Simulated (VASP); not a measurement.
# Li2ZrP2: single point with PBE

Li2ZrP2:

```
CELL_PARAMETERS angstrom
-1.80273 1.80273 5.69658
1.80273 -1.80273 5.69658
1.80273 1.80273 -5.69658
ATOMIC_POSITIONS crystal
Li 0.25000 0.75000 0.50000
Li 0.75000 0.25000 0.50000
Zr 0.00000 0.00000 0.00000
P 0.60433 0.60433 0.00000
P 0.39567 0.39567 0.00000
```

* Program: VASP 6.6.1
* Task: single point
* Functional: PBE
* Potentials or basis: VASP PAW PBE potentials, release 64 (Li_sv, Zr_sv, P)
* Cutoff: 520 eV
* k mesh: 6 × 6 × 6
* Occupations: gaussian, width 0.1 eV
* Spin: no spin polarisation
* Dipole correction: no
* Further INCAR settings: ALGO = Normal; EDIFF = 1e-07; NBANDS = 22

```json
{"Largest force": "0.041 eV/Å", "Band gap on the k mesh": "zero (bands 14 and 15 overlap by 0.91 eV)"}
```

Forces in eV/Å, atoms in the order of the input:
```
Li   0.000  0.000  0.000
Li   0.000  0.000  0.000
Zr   0.000  0.000  0.000
P    0.000  0.000 -0.041
P    0.000  0.000  0.041
```

Levels at points of the mesh, in eV from the Fermi level:
```tsv
k point	band 12	band 13	band 14	band 15	band 16	band 17
(0.00, 0.00, 0.00)	-1.96	-1.65	-1.65	1.24	1.81	1.86
(0.50, 0.00, 0.00)	-3.23	-1.48	0.17	0.32	0.98	2.78
(0.50, 0.50, 0.00)	-4.24	-4.16	-0.26	-0.12	3.30	3.50
(0.50, 0.50, 0.50)	-1.93	-1.35	-1.35	-0.45	0.71	1.25
```

Run time: 100 s on 1 thread of Intel(R) Xeon(R) Platinum 8488C (Sapphire Rapids) (shared host), peak memory 0.34 GiB.
